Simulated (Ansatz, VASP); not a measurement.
**One calculation of CdTe, two programs**

The input POSCAR:

```
CdTe
1.0
    0.0000000000      2.7998253895      4.1997380842
    2.7998253895      0.0000000000      4.1997380842
    2.7998253895      2.7998253895      0.0000000000
Cd Te
1 1
Direct
    0.0000000000      0.0000000000      0.0000000000
    0.7500000000      0.7500000000      0.7500000000
```

The input INCAR.step1:

```
PREC = Accurate ; ENCUT = 520
ISMEAR = 0 ; SIGMA = 0.05
LREAL = False ; LASPH = True
NELM = 60 ; NBANDS = 16
GGA = PE ; ALGO = Normal
EDIFF = 1E-4 ; LWAVE = True
LCHARG = False
```

Contents of INCAR.step2:

```
PREC = Accurate ; ENCUT = 520
EDIFF = 1E-6 ; ISMEAR = 0
SIGMA = 0.05 ; LREAL = False
LASPH = True ; NELM = 60
ALGO = Normal ; ISIF = 2
LWAVE = False ; LCHARG = True
METAGGA = R2SCAN ; LMIXTAU = True
LELF = True ; LVHAR = True
NBANDS = 16 ; ISTART = 1
```

File KPOINTS:

```
regular mesh
0
Gamma
  8 8 8
```

Input for Ansatz:

```yaml
crystal:
  lattice:
    - [0.0, 2.7998253895, 4.1997380842]
    - [2.7998253895, 0.0, 4.1997380842]
    - [2.7998253895, 2.7998253895, 0.0]
  atoms:
    - { symbol: Cd, position: [0.0, 0.0, 0.0] }
    - { symbol: Te, position: [0.75, 0.75, 0.75] }
basis:
  ecutwfc: 500
kpoints:
  mp_grid: { grid: [8, 8, 8] }
hamiltonian:
  xc: r2scan
scf:
  occupations: { method: gaussian, width: 0.05 }
output:
  forces: true
  stress: true
  eigenvalues: true
```

Alike in both runs: task single point; functional r2SCAN; k mesh 8 × 8 × 8; occupations gaussian, width 0.05 eV; no spin polarisation.

|  | VASP | Ansatz |
| --- | --- | --- |
| version | VASP 6.6.1 | Ansatz 0.2.0 |
| potentials or method | VASP PAW PBE potentials, release 64 (Cd, Te), cutoff 520 eV | scalar-relativistic, plane waves, PAW |
| valence electrons in the cell | 18 | 36 |

Ansatz gave:

| Property | Result |
| --- | --- |
| gap on the k mesh at the Fermi level (eV) | none |
| pressure (GPa) | 1.1 |
| traceless stress, the component that is largest in VASP (GPa) | -9.29 |

Question: Estimate VASP's values.

Answer: gap on the k mesh at the Fermi level (eV): none; pressure (GPa): 1.2; traceless stress, the component that is largest in VASP (GPa): -9.26.

VASP's potentials were made for PBE, not for r2SCAN. A gap of «none» marks a metal or a gap that the smearing closes. VASP's potentials hold 18 valence electrons a cell and Ansatz's 36, so a difference there can come from the potentials and not from the codes.

Spin-orbit coupling is off throughout.
